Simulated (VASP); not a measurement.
Input of a VASP 6.6.1 run:

INCAR

```
ALGO = Normal ; EDIFF = 1E-6
EDIFFG = -0.04 ; ENCUT = 600
GGA = PE ; IBRION = 2
ISIF = 3 ; ISMEAR = 0
LASPH = True ; LCHARG = False
LREAL = False ; LWAVE = False
NELM = 80 ; NSW = 90
PREC = Accurate ; SIGMA = 0.1
```

The input KPOINTS:

```
k-points
0
Gamma
  6 6 2
```

File POSCAR:

```
Ca2Se
1.0
    2.8806761700      0.0000000000      0.0000000000
   -1.4403380800      2.4947387400      0.0000000000
    0.0000000000      0.0000000000     14.1791667100
Ca Se
2 1
Direct
    0.3333333300      0.6666666700      0.8978554600
    0.3333333300      0.6666666700      0.1021445400
    0.0000000000      0.0000000000      0.0000000000
```

Potentials or basis: VASP PAW PBE potentials, release 64 (Ca_sv, Se).

Launch:

```console
$ cat potpaw_PBE.64/Ca_sv/POTCAR potpaw_PBE.64/Se/POTCAR > POTCAR
$ mpirun -np 1 vasp_std > vasp.out
```

Q: What does it give for the space group after relaxing (to 0.05 Å)?

A: P-6m2 (No. 187).

Q: Estimate the band gap on the k mesh.

A: Zero (band 13 reaches 0.48 eV, above the bottom of band 14 at -0.58 eV).

Final structure:
```
Ca Se
1.0
     3.99612    0.00000    0.00000
    -1.99806    3.46074    0.00000
     0.00000    0.00000   14.89601
Ca Se
2 1
Direct
  0.33333 0.66667 0.87423
  0.33333 0.66667 0.12577
  0.00000 0.00000 0.00000
```

Caveat: the k points lie up to 0.30 Å⁻¹ apart in the final cell.
